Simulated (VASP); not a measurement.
# TiAl (P-6m2) in VASP: further runs

TiAl is run at these levels: PBE; tasks: single point.

All numbers are computed with VASP 6.6.1; they aren't measurements. Logs are shortened: lines on timing, memory, paths and dates and some standing lists are left out, and cuts for length are marked.

### 1 The cell of the first run

Symmetry: P-6m2, No. 187, hexagonal system. The conventional cell has a = 2.809 Å, b = 2.809 Å, c = 4.927 Å, α = 90.00°, β = 90.00°, γ = 120.00°. Within 3.7 Å of Ti (site symmetry -6m2) lie 6 Ti at 2.81 Å and 6 Al at 2.95 Å. Al (site symmetry -6m2) has 6 Al at 2.81 Å and 6 Ti at 2.95 Å within 3.7 Å.

### 2 Single point, PBE

Input file INCAR:

```
SYSTEM = TiAl
ALGO     = Normal         ! electronic algorithm
EDIFF    = 1E-6           ! SCF threshold, eV
ENCUT    = 520            ! plane-wave cutoff, eV
GGA      = PE             ! functional
ISIF     = 2              ! what is computed and relaxed
ISMEAR   = 0              ! smearing method
LASPH    = .True.         ! aspherical terms in the spheres
LCHARG   = .False.        ! write CHGCAR
LREAL    = .False.        ! projectors in reciprocal space
LWAVE    = .False.        ! write WAVECAR
NBANDS   = 14             ! bands
NELM     = 60             ! most SCF steps
PREC     = Accurate       ! precision mode
SIGMA    = 0.15           ! smearing width, eV
```

Input file KPOINTS:

```
k-points
0
Gamma
  18 18 10
  0 0 0
```

Input file POSCAR:

```
TiAl
1.0
    2.8089000000      0.0000000000      0.0000000000
   -1.4044500000      2.4325787567      0.0000000000
    0.0000000000      0.0000000000      4.9273000000
Ti Al
1 1
Direct
    0.0000000000      0.0000000000      0.0000000000
    0.3333333333      0.6666666667      0.5000000000
```

Potentials or basis: VASP PAW PBE potentials, release 64 (Ti_sv, Al).

Started as:

```console
$ cat potpaw_PBE.64/Ti_sv/POTCAR potpaw_PBE.64/Al/POTCAR > POTCAR
$ mpirun -np 1 vasp_std > vasp.out
```

OUTCAR:

```text
SYSTEM = TiAl
   EDIFF = 1E-6
   ENCUT = 520
   GGA = PE
   ISIF = 2
   ISMEAR = 0
   LASPH = .True.
   LREAL = .False.
   NELM = 60
   PREC = Accurate

 ion  position               nearest neighbor table
   1  0.000  0.000  0.000-   2 2.95   2 2.95   2 2.95   2 2.95   2 2.95   2 2.95
   2  0.333  0.667  0.500-   1 2.95   1 2.95   1 2.95   1 2.95   1 2.95   1 2.95

  LATTYP: Found a hexagonal cell.
 ALAT       =     2.8089000000
 C/A-ratio  =     1.7541742319

  Lattice vectors:

 A1 = (   2.8089000000,   0.0000000000,   0.0000000000)
 A2 = (  -1.4044500000,   2.4325787567,   0.0000000000)
 A3 = (   0.0000000000,   0.0000000000,   4.9273000000)

Analysis of symmetry for initial positions (statically):
=====================================================================
 Subroutine PRICEL returns:
 Original cell was already a primitive cell.

 Routine SETGRP: Setting up the symmetry group for a
 hexagonal supercell.

 Subroutine GETGRP returns: Found 12 space group operations
 (whereof 12 operations were pure point group operations)
 out of a pool of 24 trial point group operations.

The static configuration has the point symmetry D_3h.

Analysis of symmetry for dynamics (positions and initial velocities):
=====================================================================
 Subroutine PRICEL returns:
 Original cell was already a primitive cell.

 Routine SETGRP: Setting up the symmetry group for a
 hexagonal supercell.

 Subroutine GETGRP returns: Found 12 space group operations
 (whereof 12 operations were pure point group operations)
 out of a pool of 24 trial point group operations.

The dynamic configuration has the point symmetry D_3h.

 Subroutine INISYM returns: Found 12 space group operations
 (whereof 12 operations are pure point group operations),
 and found     1 'primitive' translations

----------------------------------------------------------------------------------------

                                     Primitive cell

  volume of cell :      33.6676

  direct lattice vectors                    reciprocal lattice vectors
     2.808900000  0.000000000  0.000000000     0.356011250  0.205543191  0.000000000
    -1.404450000  2.432578757  0.000000000     0.000000000  0.411086382  0.000000000
     0.000000000  0.000000000  4.927300000     0.000000000  0.000000000  0.202950906

  length of vectors
     2.808900000  2.808900000  4.927300000     0.411086382  0.411086382  0.202950906
[... 85 lines left out ...]
   IBRION =     -1    ionic relax: 0-MD 1-quasi-New 2-CG
   NFREE  =      0    steps in history (QN), initial steepest desc. (CG)
   ISIF   =      2    stress and relaxation
   ISYM   =      2    0-nonsym 1-usesym 2-fastsym
   POTIM  = 0.5000    time-step for ionic-motion
   TEBEG  =    0.0;   TEEND  =   0.0 temperature during run
   PSTRESS=    0.0 pullay stress
   NELECT =      15.0000    total number of electrons
   NUPDOWN=      -1.0000    fix difference up-down
   EMIN   =  10.00;   EMAX   =-10.00  energy-range for DOS
   EFERMI =   0.00;   METHOD = LEGACY
   ISMEAR =     0;   SIGMA  =   0.15  broadening in eV -4-tet -1-fermi 0-gaus
   EFERMI_NEDOS =   21; number of points for ismear=-14 and -15
   IALGO  =     38    algorithm
   IMIX   =      4    mixing-type and parameters
     AMIX     =   0.40;   BMIX     =  1.00
     AMIX_MAG =   1.60;   BMIX_MAG =  1.00
  volume/ion in A,a.u.               =      16.83       113.60
  Fermi-wavevector in a.u.,A,eV,Ry     =   1.250358  2.362835 21.271296  1.563396
  Thomas-Fermi vector in A             =   2.384356
   LORBIT       =      0    0 simple, 1 ext, 2 COOP (PROOUT), +10 PAW based schemes
   GGA     = PE    functional components
   LHFCALC =     F    Hartree Fock is set to
   AEXX    =    0.0000 exact exchange contribution
   IVDW    =     0    specifies the selected vdW correction
   LEPSILON=     F    determine dielectric tensor
   LRPA    =     F    only Hartree local field effects (RPA)
 non-spin polarized calculation
 Gauss-broadening in eV      SIGMA  =   0.15
  energy-cutoff  :      520.00
  volume of cell :       33.67
 maximum number of plane-waves:       926
 NGX is ok and might be reduce to    24
   NGX = 11   NGY = 11   NGZ = 19

 number of electron      14.9999998 magnetization

 Free energy of the ion-electron system (eV)
  ---------------------------------------------------
  ext. energy  EPLUGINS =         0.00000000
  ---------------------------------------------------
  free energy    TOTEN  =       -12.02333473 eV

  energy without entropy =      -12.00057651  energy(sigma->0) =      -12.01195562

 E-fermi :   7.8438     XC(G=0): -10.8799

 val. band max:        7.8421184391   @ k =   0.1667   0.1667   0.3000
 cond. band min:       7.8448270098   @ k =   0.3333   0.0556   0.2000
 fundamental gap:      0.0027085706
 Fermi energy:         7.8438229420

 k-point     1 :       0.0000    0.0000    0.0000
  band No.  band energies     occupation
      1     -48.7362      2.00000
      2     -25.0624      2.00000
      3     -24.5643      2.00000
      4     -24.5643      2.00000
      5      -1.2329      2.00000
      6       5.2077      2.00000
      7       5.4422      2.00000
      8       9.1128      0.00000
      9       9.1128      0.00000
     10      10.7419      0.00000
     11      10.7419      0.00000
     12      10.8217      0.00000
     13      21.3235      0.00000
     14      21.3235      0.00000
[... 377 lines left out ...]
      1     -48.6163      2.00000
      2     -25.2090      2.00000
      3     -24.9500      2.00000
      4     -24.7684      2.00000
      5       3.6882      2.00000
      6       6.0426      2.00000
      7       6.3725      2.00000
      8       6.9896      2.00000
      9       9.5018      0.00000
     10      10.7804      0.00000
     11      11.6286      0.00000
     12      12.1242      0.00000
     13      13.2966      0.00000
     14      14.3273      0.00000

 [... further k-points ...]
[... 5 lines left out ...]
  --------------------------------------------------------------------------------------
  -------------------------------------------------------------------------------------
  Total        0.6728101      0.6728101     -2.0676502     -0.0000000      0.0000000     -0.0000000
  in kB       32.0177537     32.0177537    -98.3955513     -0.0000000      0.0000000     -0.0000000
  external PRESSURE =     -11.4533480 kB  Pullay stress =       0.0000000 kB

 VOLUME and BASIS-vectors are now :
 -----------------------------------------------------------------------------
  energy-cutoff  :      520.00
  volume of cell :       33.67
      direct lattice vectors                 reciprocal lattice vectors
     2.808900000  0.000000000  0.000000000     0.356011250  0.205543191  0.000000000
    -1.404450000  2.432578757  0.000000000     0.000000000  0.411086382  0.000000000
     0.000000000  0.000000000  4.927300000     0.000000000  0.000000000  0.202950906

 POSITION                                       TOTAL-FORCE (eV/Angst)
 -----------------------------------------------------------------------------------
      0.00000      0.00000      0.00000        -0.000000      0.000000      0.000000
     -0.00000      1.62172      2.46365         0.000000     -0.000000      0.000000
 -----------------------------------------------------------------------------------
    total drift:                                0.000000     -0.000000      0.000000

  FREE ENERGIE OF THE ION-ELECTRON SYSTEM (eV)
  ---------------------------------------------------
  free  energy   TOTEN  =       -12.0233347277 eV

  energy  without entropy=      -12.0005765148  energy(sigma->0) =      -12.01195562
```

stdout:

```text
POSCAR found type information on POSCAR TiAl
 POSCAR found :  2 types and       2 ions
 scaLAPACK will be used
 LDA part: xc-table for (Slater+PW92), standard interpolation
 POSCAR, INCAR and KPOINTS ok, starting setup
 FFT: planning ... GRIDC
 FFT: planning ... GRID_SOFT
 FFT: planning ... GRID
 WAVECAR not read
 entering main loop
```

It took 62 s on 1 thread of Intel Xeon Platinum 8259CL at 2.50GHz (Skylake/Cascade Lake), shared host; peak memory 0.24 GiB.

What came out:

```yaml
Free_energy: -12.0233 eV
Pressure: -1.1 GPa
```

### 3 Single point, PBE

This run uses another cell than the first one, of 16.90 Å³/atom, 1.004 times its volume.

Input file INCAR:

```
PREC = Accurate
ENCUT = 520
EDIFF = 1E-7
ISMEAR = 0
SIGMA = 0.15
LREAL = F
LASPH = T
NELM = 100
ALGO = Fast
ISIF = 2
LWAVE = F
LCHARG = T
GGA = PE
LELF = T
LVHAR = T
NBANDS = 14
```

Input file KPOINTS:

```
regular mesh
0
Gamma
  18 18 10
```

Input file POSCAR:

```
TiAl
1.0
    2.9890000000      0.0000000000      0.0000000000
   -1.4945000000      2.5885499319      0.0000000000
    0.0000000000      0.0000000000      4.3695000000
Ti Al
1 1
Direct
    0.0000000000      0.0000000000      0.0000000000
    0.3333333333      0.6666666667      0.5000000000
```

Potentials or basis: VASP PAW PBE potentials, release 64 (Ti_sv, Al).

Started as:

```console
$ cat potpaw_PBE.64/Ti_sv/POTCAR potpaw_PBE.64/Al/POTCAR > POTCAR
$ mpirun -np 1 vasp_std > vasp.out
```

OUTCAR:

```text
PREC = Accurate
   ENCUT = 520
   EDIFF = 1E-7
   ISMEAR = 0
   LREAL = F
   LASPH = T
   NELM = 100
   ISIF = 2
   GGA = PE

 ion  position               nearest neighbor table
   1  0.000  0.000  0.000-   2 2.78   2 2.78   2 2.78   2 2.78   2 2.78   2 2.78
   2  0.333  0.667  0.500-   1 2.78   1 2.78   1 2.78   1 2.78   1 2.78   1 2.78

  LATTYP: Found a hexagonal cell.
 ALAT       =     2.9890000000
 C/A-ratio  =     1.4618601539

  Lattice vectors:

 A1 = (   2.9890000000,   0.0000000000,   0.0000000000)
 A2 = (  -1.4945000000,   2.5885499319,   0.0000000000)
 A3 = (   0.0000000000,   0.0000000000,   4.3695000000)

Analysis of symmetry for initial positions (statically):
=====================================================================
 Subroutine PRICEL returns:
 Original cell was already a primitive cell.

 Routine SETGRP: Setting up the symmetry group for a
 hexagonal supercell.

 Subroutine GETGRP returns: Found 12 space group operations
 (whereof 12 operations were pure point group operations)
 out of a pool of 24 trial point group operations.

[... 168 lines left out ...]
 fundamental gap:      0.0007273481
 Fermi energy:         7.6488142224

 k-point     1 :       0.0000    0.0000    0.0000
  band No.  band energies     occupation
      1     -48.9681      2.00000
      2     -25.2944      2.00000
      3     -24.9687      2.00000
      4     -24.9687      2.00000
      5      -1.0106      2.00000
      6       5.7774      2.00000
      7       6.7480      2.00000
      8       8.7901      0.00000
      9       8.7901      0.00000
     10      10.0250      0.00000
     11      10.0250      0.00000
     12      12.7232      0.00000
     13      19.2169      0.00000
     14      19.2169      0.00000
[... 377 lines left out ...]
      1     -48.9104      2.00000
      2     -25.3343      2.00000
      3     -25.2321      2.00000
      4     -25.0856      2.00000
      5       3.3278      2.00000
      6       5.3999      2.00000
      7       6.4152      2.00000
      8       6.9418      2.00000
      9       9.0195      0.00000
     10      10.6337      0.00000
     11      11.6287      0.00000
     12      12.7465      0.00000
     13      12.8801      0.00000
     14      14.1759      0.00000

 [... further k-points ...]
[... 5 lines left out ...]
  --------------------------------------------------------------------------------------
  -------------------------------------------------------------------------------------
  Total       -0.6843090     -0.6843090      1.6716833      0.0000000     -0.0000000     -0.0000000
  in kB      -32.4301241    -32.4301241     79.2228354      0.0000000     -0.0000000     -0.0000000
  external PRESSURE =       4.7875290 kB  Pullay stress =       0.0000000 kB

 VOLUME and BASIS-vectors are now :
 -----------------------------------------------------------------------------
  energy-cutoff  :      520.00
  volume of cell :       33.81
      direct lattice vectors                 reciprocal lattice vectors
     2.989000000  0.000000000  0.000000000     0.334560054  0.193158337  0.000000000
    -1.494500000  2.588549932  0.000000000     0.000000000  0.386316674  0.000000000
     0.000000000  0.000000000  4.369500000     0.000000000  0.000000000  0.228859137

 POSITION                                       TOTAL-FORCE (eV/Angst)
 -----------------------------------------------------------------------------------
      0.00000      0.00000      0.00000        -0.000000      0.000000      0.000000
     -0.00000      1.72570      2.18475         0.000000      0.000000      0.000000
 -----------------------------------------------------------------------------------
    total drift:                                0.000000     -0.000000      0.000000

  FREE ENERGIE OF THE ION-ELECTRON SYSTEM (eV)
  ---------------------------------------------------
  free  energy   TOTEN  =       -12.0180714640 eV

  energy  without entropy=      -11.9866252687  energy(sigma->0) =      -12.00234837
```

OSZICAR:

```text
N       E                     dE             d eps       ncg     rms          rms(c)
DAV:   1     0.989483349390E+02    0.98948E+02   -0.70780E+03  6216   0.107E+03
DAV:   2    -0.799168540141E+01   -0.10694E+03   -0.10286E+03  6432   0.296E+02
DAV:   3    -0.136127963128E+02   -0.56211E+01   -0.55008E+01  9456   0.655E+01
[... 24 lines left out ...]
RMM:  28    -0.120180708290E+02   -0.34063E-06   -0.36413E-06  6940   0.734E-03    0.732E-04
RMM:  29    -0.120180710760E+02   -0.24702E-06   -0.23319E-06  6352   0.565E-03    0.773E-04
RMM:  30    -0.120180712606E+02   -0.18454E-06   -0.16566E-06  5787   0.440E-03    0.532E-04
RMM:  31    -0.120180713839E+02   -0.12333E-06   -0.10845E-06  5486   0.370E-03    0.379E-04
RMM:  32    -0.120180714640E+02   -0.80082E-07   -0.79079E-07  5097   0.317E-03
   1 F= -.12018071E+02 E0= -.12002348E+02  d E =-.314462E-01
```

stdout:

```text
POSCAR found type information on POSCAR TiAl
 POSCAR found :  2 types and       2 ions
 scaLAPACK will be used
 LDA part: xc-table for (Slater+PW92), standard interpolation
 POSCAR, INCAR and KPOINTS ok, starting setup
 FFT: planning ... GRIDC
 FFT: planning ... GRID_SOFT
 FFT: planning ... GRID
 WAVECAR not read
 entering main loop
WARNING in EDDRMM: call to ZHEGV failed, returncode =   8  4      5
WARNING in EDDRMM: call to ZHEGV failed, returncode =   6  3     14
WARNING in EDDRMM: call to ZHEGV failed, returncode =   8  4     12
WARNING in EDDRMM: call to ZHEGV failed, returncode =   6  3      6
WARNING in EDDRMM: call to ZHEGV failed, returncode =   6  3     13
 num prob WARNING in EDDRMM: call to ZHEGV failed, returncode =   6  3     10
 num prob  num prob WARNING in EDDRMM: call to ZHEGV failed, returncode =   8  4     13
WARNING in EDDRMM: call to ZHEGV failed, returncode =   6  3      6
 num prob WARNING in EDDRMM: call to ZHEGV failed, returncode =   6  3     13
 num prob WARNING in EDDRMM: call to ZHEGV failed, returncode =   8  4     13
 num prob RMM:  27    -0.120180704884E+02   -0.43669E-06   -0.51731E-06  7838   0.982E-03    0.459E-04
 num prob  num prob  num prob  num prob RMM:  28    -0.120180708290E+02   -0.34063E-06   -0.36413E-06  6940   0.734E-03    0.732E-04
 num prob WARNING in EDDRMM: call to ZHEGV failed, returncode =   6  3      6
 num prob RMM:  30    -0.120180712606E+02   -0.18454E-06   -0.16566E-06  5787   0.440E-03    0.532E-04
WARNING in EDDRMM: call to ZHEGV failed, returncode =   6  3      6
WARNING in EDDRMM: call to ZHEGV failed, returncode =   8  4     14
```

It took 2.5 min on 1 thread of Intel Xeon Platinum 8259CL at 2.50GHz (Skylake/Cascade Lake), shared host; peak memory 0.23 GiB.

Results:

| Property | Result |
| --- | --- |
| Free energy | -12.0181 eV |
| Pressure | 0.5 GPa |

Stress tensor (GPa, compression positive):
```
-3.24  0.00  0.00
 0.00 -3.24  0.00
 0.00  0.00  7.92
```

Levels at points of the mesh, in eV from the Fermi level:
| k point | band 6 | band 7 | band 8 | band 9 | band 10 | band 11 |
| --- | --- | --- | --- | --- | --- | --- |
| (0.00, 0.00, 0.00) | -1.87 | -0.90 | 1.14 | 1.14 | 2.38 | 2.38 |
| (0.50, 0.00, 0.00) | -3.04 | -1.36 | -0.81 | 1.77 | 3.49 | 4.11 |
| (0.00, 0.00, 0.50) | -5.03 | 0.14 | 1.18 | 1.18 | 2.22 | 2.22 |
| (0.50, 0.00, 0.50) | -2.24 | -1.77 | 0.34 | 1.12 | 1.41 | 3.49 |

(Part 1 of 2 ends here.)
